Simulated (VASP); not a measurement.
# Ir: single point with PBEsol

Ir:

```xyz
1
Lattice="-0.0145 1.9807 2.0092 1.9745 -0.0088 2.0036 1.9736 1.9742 -0.0079" Properties=species:S:1:pos:R:3 pbc="T T T"
Ir    0.0000    0.0000    0.0000
```

This cell differs from its parent crystal: the cell strained at random.

```json
{"Program": "VASP 6.6.1", "Task": "single point", "Functional": "PBEsol", "Potentials or basis": "VASP PAW PBE potentials, release 64 (Ir)", "Cutoff": "520 eV", "k mesh": "16 × 16 × 16", "Occupations": "gaussian, width 0.1 eV", "Spin": "no spin polarisation", "Dipole correction": "no", "Further INCAR settings": "ALGO = Fast; EDIFF = 1e-07; NBANDS = 10"}
```

```
Pressure : -32.9 GPa
```

Stress tensor (GPa, compression positive):
```
-31.49   1.35   1.09
  1.35 -31.60   0.19
  1.09   0.19 -35.48
```

Levels at points of the mesh, in eV from the Fermi level:
| k point | band 1 | band 2 | band 3 | band 4 | band 5 | band 6 | band 7 | band 8 |
| --- | --- | --- | --- | --- | --- | --- | --- | --- |
| (0.00, 0.00, 0.00) | -10.03 | -3.41 | -3.28 | -3.17 | -1.11 | -0.90 | 14.49 | 19.14 |
| (0.50, 0.00, 0.00) | -7.05 | -3.46 | -3.22 | -0.56 | 0.69 | 0.76 | 6.10 | 14.04 |
| (0.00, 0.50, 0.00) | -7.03 | -3.50 | -3.20 | -0.51 | 0.71 | 0.76 | 6.17 | 13.99 |
| (0.50, 0.50, 0.00) | -6.76 | -6.23 | 0.73 | 1.19 | 1.20 | 1.52 | 8.82 | 11.19 |
| (0.00, 0.00, 0.50) | -7.03 | -3.39 | -3.32 | -0.50 | 0.65 | 0.82 | 6.19 | 13.99 |
| (0.50, 0.00, 0.50) | -6.73 | -6.23 | 0.71 | 1.13 | 1.29 | 1.80 | 9.18 | 10.95 |
| (0.00, 0.50, 0.50) | -6.73 | -6.23 | 0.70 | 1.13 | 1.29 | 1.80 | 9.18 | 11.02 |
| (0.50, 0.50, 0.50) | -7.01 | -3.43 | -3.30 | -0.43 | 0.70 | 0.82 | 6.30 | 13.93 |

Run time: 5.2 min on 1 thread of Intel Xeon 6975P-C, on a shared host, peak memory 0.46 GiB.

Caveat: the cell differs from its parent crystal (the cell strained at random); the PAW data sets were made with another functional, which shifts forces and pressure a little; spin-orbit coupling is left out, which moves the levels of the heavy elements.
